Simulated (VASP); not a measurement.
A run of VASP 6.6.1:

INCAR

```
SYSTEM = Be
PREC = Accurate
ENCUT = 520
EDIFF = 1E-6
ISMEAR = 0
SIGMA = 0.1
LREAL = .False.
LASPH = .True.
NELM = 100
ALGO = Normal
ISIF = 2
LWAVE = .False.
LCHARG = .False.
GGA = PE
NBANDS = 9
```

Contents of KPOINTS:

```
Automatic mesh
0
Gamma
  24 24 12
  0 0 0
```

POSCAR

```
Be
1.0
    2.2166955610      0.0000000000      0.0000000000
   -1.1083477805      1.9197146683      0.0000000000
    0.0000000000      0.0000000000      3.4947821916
Be
2
Direct
    0.3333333333      0.6666666667      0.2500000000
    0.6666666667      0.3333333333      0.7500000000
```

Potentials or basis: VASP PAW PBE potentials, release 64 (Be).

Run with:

```console
$ cat potpaw_PBE.64/Be/POTCAR > POTCAR
$ mpirun -np 1 vasp_std > vasp.out
```

Hardware: 1 thread of Intel Xeon 8259CL, with other jobs on the host.

Estimate the wall time of this run.

Run time: 44 s on 1 thread of Intel Xeon 8259CL, on a shared host, peak memory 0.16 GiB. Counts: scf iterations 10, k points 427.
